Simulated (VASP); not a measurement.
# LiSc12 in VASP: single point with LDA

Aim: the single point of LiSc12 with LDA.

Program: VASP 6.6.1. These are calculated values, not measurements. Logs are shortened: lines on timing, memory, paths and dates and some standing lists are left out, and cuts for length are marked.

## Step 1: The cell of the first run

The cell holds a slab with vacuum, 13 atoms: a = 6.620 Å, b = 6.620 Å, c = 17.276 Å, α = 90.00°, β = 90.00°, γ = 60.00°.

## Step 2: Single point, LDA

The input, INCAR:

```
SYSTEM = LiSc12
PREC     = Accurate       ! precision mode
ENCUT    = 520            ! plane-wave cutoff, eV
EDIFF    = 1E-7           ! SCF threshold, eV
ISMEAR   = -1             ! smearing method
SIGMA    = 0.1            ! smearing width, eV
LREAL    = .FALSE.        ! projectors in reciprocal space
LASPH    = .TRUE.         ! aspherical terms in the spheres
NELM     = 60             ! most SCF steps
ALGO     = Normal         ! electronic algorithm
ISIF     = 2              ! what is computed and relaxed
LWAVE    = .FALSE.        ! write WAVECAR
LCHARG   = .FALSE.        ! write CHGCAR
NBANDS   = 80             ! bands
```

The input, KPOINTS:

```
Automatic mesh
0
G
  3 3 1
  0 0 0
```

The input, POSCAR:

```
LiSc12
1.0
    6.6200000000      0.0000000000      0.0000000000
    3.3100000000      5.7330880000      0.0000000000
    0.0000000000      0.0000000000     17.2761400000
Sc Li
12 1
Direct
    0.0000000000      0.0000000000      0.0578833003
    0.5000000000      0.0000000000      0.0578833003
    0.0000000000      0.5000000000      0.0578833003
    0.5000000000      0.5000000000      0.0578833003
   -0.1655511882      0.3312422555      0.1957757346
    0.3333065429      0.3333829866      0.1961535389
   -0.1655512213      0.8343625634      0.1957713934
    0.3312266529      0.8344143680      0.1957438409
    0.0002161544     -0.0000235475      0.3399219965
    0.5046573072     -0.0093862156      0.3340230514
   -0.0094522337      0.5047654946      0.3341230159
    0.5046795754      0.5048284624      0.3340565080
    0.6657192634      0.6674212920      0.4830911303
```

Potentials or basis: VASP PAW LDA potentials, release 64 (Sc_sv, Li_sv).

Command:

```bash
cat potpaw_LDA.64/Sc_sv/POTCAR potpaw_LDA.64/Li_sv/POTCAR > POTCAR
mpirun -np 1 vasp_std > vasp.out
```

OUTCAR:

```text
SYSTEM = LiSc12
   PREC = Accurate
   ENCUT = 520
   EDIFF = 1E-7
   ISMEAR = -1
   LREAL = .FALSE.
   LASPH = .TRUE.
   NELM = 60
   ISIF = 2

 ion  position               nearest neighbor table
   1  0.000  0.000  0.058-   8 3.05   7 3.05   5 3.05   3 3.31   3 3.31   4 3.31   4 3.31   2 3.31
                             2 3.31
   2  0.500  0.000  0.058-   8 3.06   7 3.06   6 3.06   4 3.31   3 3.31   4 3.31   3 3.31   1 3.31
                             1 3.31
   3  0.000  0.500  0.058-   5 3.06   7 3.06   6 3.06   1 3.31   1 3.31   2 3.31   2 3.31   4 3.31
                             4 3.31
   4  0.500  0.500  0.058-   8 3.06   5 3.06   6 3.06   2 3.31   1 3.31   2 3.31   1 3.31   3 3.31
                             3 3.31
   5  0.834  0.331  0.196-   1 3.05  12 3.05  11 3.05   3 3.06   4 3.06   9 3.13   8 3.29   7 3.29
                             6 3.31   6 3.31   7 3.33   8 3.33
   6  0.333  0.333  0.196-   3 3.06   4 3.06   2 3.06  10 3.09  12 3.09  11 3.09   7 3.31   5 3.31
                             8 3.31   8 3.31   5 3.31   7 3.31
   7  0.834  0.834  0.196-   1 3.05  10 3.05  11 3.05   3 3.06   2 3.06   9 3.13   8 3.29   5 3.29
                             6 3.31   6 3.31   5 3.33   8 3.33
   8  0.331  0.834  0.196-   1 3.05  10 3.05  12 3.05   2 3.06   4 3.06   9 3.13   5 3.29   7 3.29
                             6 3.31   6 3.31   7 3.33   5 3.33
   9  0.000  1.000  0.340-   8 3.13   5 3.13   7 3.13  10 3.31  12 3.31  11 3.31  11 3.31  12 3.31
                            10 3.31
  10  0.505  0.991  0.334-   8 3.05   7 3.05   6 3.09  12 3.22  11 3.22   9 3.31   9 3.31  11 3.40
                            12 3.40
  11  0.991  0.505  0.334-   7 3.05   5 3.05   6 3.09  12 3.22  10 3.22   9 3.31   9 3.31  10 3.40
                            12 3.40
  12  0.505  0.505  0.334-   8 3.05   5 3.05   6 3.09  10 3.22  11 3.22   9 3.31   9 3.31  11 3.40
                            10 3.40
  13  0.666  0.667  0.483-

  LATTYP: Found a hexagonal cell.
 ALAT       =     6.6199998501
 C/A-ratio  =     2.6096888808

  Lattice vectors:

 A1 = (  -3.3100000000,  -5.7330880000,   0.0000000000)
 A2 = (   6.6200000000,   0.0000000000,   0.0000000000)
 A3 = (   0.0000000000,   0.0000000000,  17.2761400000)

Analysis of symmetry for initial positions (statically):
=====================================================================
 Subroutine PRICEL returns:
 Original cell was already a primitive cell.

 Routine SETGRP: Setting up the symmetry group for a
 hexagonal supercell.

 Subroutine GETGRP returns: Found  1 space group operations
 (whereof  1 operations were pure point group operations)
 out of a pool of 24 trial point group operations.

The static configuration has the point symmetry C_1 .

Analysis of symmetry for dynamics (positions and initial velocities):
=====================================================================
 Subroutine PRICEL returns:
 Original cell was already a primitive cell.

 Routine SETGRP: Setting up the symmetry group for a
 hexagonal supercell.

 Subroutine GETGRP returns: Found  1 space group operations
 (whereof  1 operations were pure point group operations)
 out of a pool of 24 trial point group operations.

The dynamic configuration has the point symmetry C_1 .

 Subroutine INISYM returns: Found  1 space group operations
 (whereof  1 operations are pure point group operations),
 and found     1 'primitive' translations

----------------------------------------------------------------------------------------

                                     Primitive cell

  volume of cell :     655.6821

  direct lattice vectors                    reciprocal lattice vectors
     6.620000000  0.000000000  0.000000000     0.151057402 -0.087213034  0.000000000
     3.310000000  5.733088000  0.000000000     0.000000000  0.174426068  0.000000000
     0.000000000  0.000000000 17.276140000     0.000000000  0.000000000  0.057883300

  length of vectors
     6.620000000  6.619999850 17.276140000     0.174426065  0.174426068  0.057883300

  position of ions in fractional coordinates (direct lattice)
     0.000000000  0.000000000  0.057883300
     0.500000000  0.000000000  0.057883300
     0.000000000  0.500000000  0.057883300
     0.500000000  0.500000000  0.057883300
     0.834448812  0.331242256  0.195775735
     0.333306543  0.333382987  0.196153539
     0.834448779  0.834362563  0.195771393
     0.331226653  0.834414368  0.195743841
     0.000216154  0.999976453  0.339921997
     0.504657307  0.990613784  0.334023051
     0.990547766  0.504765495  0.334123016
     0.504679575  0.504828462  0.334056508
     0.665719263  0.667421292  0.483091130

  ion indices of the primitive-cell ions
   primitive index   ion index
                 1           1
                 2           2
                 3           3
                 4           4
                 5           5
                 6           6
                 7           7
                 8           8
                 9           9
                10          10
                11          11
                12          12
                13          13

----------------------------------------------------------------------------------------

 KPOINTS: Automatic mesh

Automatic generation of k-mesh.
 Grid dimensions read from file:
 generate k-points for:    3    3    1

 Generating k-lattice:

  Cartesian coordinates                     Fractional coordinates (reciprocal lattice)
     0.050352467 -0.029071011  0.000000000     0.333333333 -0.000000000  0.000000000
     0.000000000  0.058142023  0.000000000     0.000000000  0.333333333  0.000000000
     0.000000000  0.000000000  0.057883300     0.000000000  0.000000000  1.000000000

  Length of vectors
     0.058142022  0.058142023  0.057883300

  Shift w.r.t. Gamma in fractional coordinates (k-lattice)
     0.000000000  0.000000000  0.000000000

 Subroutine IBZKPT returns following result:
 ===========================================

 Found      5 irreducible k-points:

 Following reciprocal coordinates:
            Coordinates               Weight
  0.000000  0.000000  0.000000      1.000000
  0.333333 -0.000000  0.000000      2.000000
  0.333333  0.333333  0.000000      2.000000
  0.000000  0.333333  0.000000      2.000000
 -0.333333  0.333333  0.000000      2.000000
   k-points           NKPTS =      5   k-points in BZ     NKDIM =      5   number of bands    NBANDS=     80
   number of dos      NEDOS =    301   number of ions     NIONS =     13
   total plane-waves  NPLWV = 320000
   dimension x,y,z NGX =    50 NGY =   50 NGZ =  128
   dimension x,y,z NGXF=   100 NGYF=  100 NGZF=  256
   ions per type =              12   1
   NGX,Y,Z   is equivalent  to a cutoff of  12.56, 12.56, 12.32 a.u.
   NGXF,Y,Z  is equivalent  to a cutoff of  25.11, 25.11, 24.63 a.u.
 SYSTEM =  LiSc12
   PREC   = accura    normal or accurate (medium, high low for compatibility)
   ISTART =      0    job   : 0-new  1-cont  2-samecut
   ICHARG =      2    charge: 1-file 2-atom 10-const
   ISPIN  =      1    spin polarized calculation?
   LNONCOLLINEAR =      F non collinear calculations
   LSORBIT =      F    spin-orbit coupling
   LASPH  =      T    aspherical Exc in radial PAW
   ENCUT  =  520.0 eV  38.22 Ry    6.18 a.u.  12.31 12.31 32.12*2*pi/ulx,y,z
   NELM   =     60;   NELMIN=  2; NELMDL= -5     # of ELM steps
   EDIFF  = 0.1E-06   stopping-criterion for ELM
   LREAL  =      F    real-space projection
   EDIFFG = 0.1E-05   stopping-criterion for IOM
   NSW    =      0    number of steps for IOM
   IBRION =     -1    ionic relax: 0-MD 1-quasi-New 2-CG
   NFREE  =      0    steps in history (QN), initial steepest desc. (CG)
   ISIF   =      2    stress and relaxation
   ISYM   =      2    0-nonsym 1-usesym 2-fastsym
   POTIM  = 0.5000    time-step for ionic-motion
   TEBEG  =    0.0;   TEEND  =   0.0 temperature during run
   PSTRESS=    0.0 pullay stress
   NELECT =     135.0000    total number of electrons
   NUPDOWN=      -1.0000    fix difference up-down
   EMIN   =  10.00;   EMAX   =-10.00  energy-range for DOS
   EFERMI =   0.00;   METHOD = LEGACY
   ISMEAR =    -1;   SIGMA  =   0.10  broadening in eV -4-tet -1-fermi 0-gaus
   EFERMI_NEDOS =   21; number of points for ismear=-14 and -15
   IALGO  =     38    algorithm
   IMIX   =      4    mixing-type and parameters
     AMIX     =   0.40;   BMIX     =  1.00
     AMIX_MAG =   1.60;   BMIX_MAG =  1.00
  volume/ion in A,a.u.               =      50.44       340.37
  Fermi-wavevector in a.u.,A,eV,Ry     =   0.966692  1.826784 12.714566  0.934494
  Thomas-Fermi vector in A             =   2.096515
   LORBIT       =      0    0 simple, 1 ext, 2 COOP (PROOUT), +10 PAW based schemes
   GGA     = CA    functional components
   LHFCALC =     F    Hartree Fock is set to
   AEXX    =    0.0000 exact exchange contribution
   IVDW    =     0    specifies the selected vdW correction
   LEPSILON=     F    determine dielectric tensor
   LRPA    =     F    only Hartree local field effects (RPA)
 non-spin polarized calculation
  energy-cutoff  :      520.00
  volume of cell :      655.68
 maximum number of plane-waves:     17741
 NGX is ok and might be reduce to    50
   NGX = 25   NGY = 25   NGZ = 65

 number of electron     134.9999995 magnetization

 Free energy of the ion-electron system (eV)
  ---------------------------------------------------
  ext. energy  EPLUGINS =         0.00000000
  ---------------------------------------------------
  free energy    TOTEN  =       -76.65964972 eV

  energy without entropy =      -75.81195813  energy(sigma->0) =      -76.23580392

 E-fermi :  -0.0035     XC(G=0):  -5.8695

 val. band max:       -0.0319222334   @ k =  -0.3333   0.3333   0.0000
 cond. band min:       0.0591352418   @ k =   0.0000   0.0000   0.0000
 fundamental gap:      0.0910574752
 Fermi energy:        -0.0035445346

 k-point     1 :       0.0000    0.0000    0.0000
  band No.  band energies     occupation
      1     -49.1183      2.00000
      2     -49.0628      2.00000
      3     -49.0285      2.00000
      4     -49.0282      2.00000
      5     -49.0168      2.00000
      6     -48.9463      2.00000
[... 71 lines left out ...]
     78       1.2742      0.00001
     79       1.2757      0.00001

 k-point     2 :       0.3333   -0.0000    0.0000
  band No.  band energies     occupation
      1     -49.1175      2.00000
      2     -49.0539      2.00000
      3     -49.0356      2.00000
      4     -49.0285      2.00000
      5     -49.0184      2.00000
      6     -48.9417      2.00000
[... 71 lines left out ...]
     78       0.8849      0.00028
     79       0.9152      0.00020

 k-point     3 :       0.3333    0.3333    0.0000
  band No.  band energies     occupation
      1     -49.1175      2.00000
      2     -49.0539      2.00000
      3     -49.0357      2.00000
      4     -49.0283      2.00000
      5     -49.0185      2.00000
      6     -48.9419      2.00000
[... 71 lines left out ...]
     78       0.8852      0.00028
     79       0.9149      0.00021

 k-point     4 :       0.0000    0.3333    0.0000
  band No.  band energies     occupation
      1     -49.1175      2.00000
      2     -49.0539      2.00000
      3     -49.0357      2.00000
      4     -49.0283      2.00000
      5     -49.0185      2.00000
      6     -48.9420      2.00000
[... 71 lines left out ...]
     78       0.8853      0.00028
     79       0.9148      0.00021

 k-point     5 :      -0.3333    0.3333    0.0000
  band No.  band energies     occupation
      1     -49.1172      2.00000
      2     -49.0424      2.00000
      3     -49.0422      2.00000
      4     -49.0343      2.00000
      5     -49.0174      2.00000
      6     -48.9378      2.00000
[... 71 lines left out ...]
     78       0.6104      0.00430
     79       0.6434      0.00310
 [bands above 79 left out]

------------------------ aborting loop because EDIFF is reached ----------------------------------------

  FORCE on cell =-STRESS in cart. coord.  units (eV):
  Direction    XX          YY          ZZ          XY          YZ          ZX
  --------------------------------------------------------------------------------------
  -------------------------------------------------------------------------------------
  Total       -9.2461228     -9.2403916      0.0553791      0.0044091     -0.0025906     -0.0030875
  in kB      -22.5931573    -22.5791530      0.1353203      0.0107738     -0.0063303     -0.0075444
  external PRESSURE =     -15.0123300 kB  Pullay stress =       0.0000000 kB

 VOLUME and BASIS-vectors are now :
 -----------------------------------------------------------------------------
  energy-cutoff  :      520.00
  volume of cell :      655.68
      direct lattice vectors                 reciprocal lattice vectors
     6.620000000  0.000000000  0.000000000     0.151057402 -0.087213034  0.000000000
     3.310000000  5.733088000  0.000000000     0.000000000  0.174426068  0.000000000
     0.000000000  0.000000000 17.276140000     0.000000000  0.000000000  0.057883300

 POSITION                                       TOTAL-FORCE (eV/Angst)
 -----------------------------------------------------------------------------------
      0.00000      0.00000      1.00000        -0.000033      0.000144     -0.031339
      3.31000      0.00000      1.00000         0.000436      0.024898     -0.003665
      1.65500      2.86654      1.00000         0.021662     -0.012261     -0.003929
      4.96500      2.86654      1.00000        -0.021123     -0.012430     -0.003712
      6.62046      1.89904      3.38225        -0.000580     -0.001352     -0.001923
      3.30999      1.91131      3.38878        -0.000240     -0.000023      0.000136
      8.28579      4.78347      3.38217         0.001169      0.001160     -0.002204
      4.95463      4.78377      3.38170        -0.000837      0.000255     -0.001750
      3.31135      5.73295      5.87254        -0.002690      0.000368      0.011523
      6.61976      5.67928      5.77063         0.001615      0.003516      0.010835
      8.22820      2.89386      5.77236         0.002997     -0.001186      0.010221
      5.01196      2.89423      5.77121        -0.002569     -0.002769      0.010088
      6.61623      3.82639      8.34595         0.000193     -0.000319      0.005717
 -----------------------------------------------------------------------------------
    total drift:                                0.000002      0.000033     -0.001060

  FREE ENERGIE OF THE ION-ELECTRON SYSTEM (eV)
  ---------------------------------------------------
  free  energy   TOTEN  =       -76.6596497177 eV

  energy  without entropy=      -75.8119581322  energy(sigma->0) =      -76.23580392
```

It took 28 min on 1 thread of Intel Xeon 8259CL, shared host; peak memory 0.57 GiB.

Results:

- Free energy: -76.6596 eV
- Largest force: 0.031 eV/Å
- Band gap on the k mesh: zero (an odd number of electrons rules out a gap without spin polarisation)

Forces on the atoms (eV/Å):
```
Sc   0.000  0.000 -0.031
Sc   0.000  0.025 -0.004
Sc   0.022 -0.012 -0.004
Sc  -0.021 -0.012 -0.004
Sc  -0.001 -0.001 -0.002
Sc   0.000  0.000  0.000
Sc   0.001  0.001 -0.002
Sc  -0.001  0.000 -0.002
Sc  -0.003  0.000  0.012
Sc   0.002  0.004  0.011
Sc   0.003 -0.001  0.010
Sc  -0.003 -0.003  0.010
Li   0.000  0.000  0.006
```

Levels at points of the mesh, in eV from the Fermi level:
```
           k point  band 64  band 65  band 66  band 67  band 68  band 69  band 70  band 71  band 72  band 73
(0.00, 0.00, 0.00)    -0.30    -0.30    -0.28    -0.28    -0.24     0.06     0.48     0.56     0.56     0.58
```

Caveat: the k points lie up to 0.37 Å⁻¹ apart, too coarse for converged energies and pressures of a metal; the cutoff is under 1.25 times the usual one of these potentials, so pressure, stress and relaxed cells hold a basis-set (Pulay) error; there is no dipole correction, which matters where the two faces differ.

The gap in the log of VASP goes by the Fermi energy; the results here count the filled bands.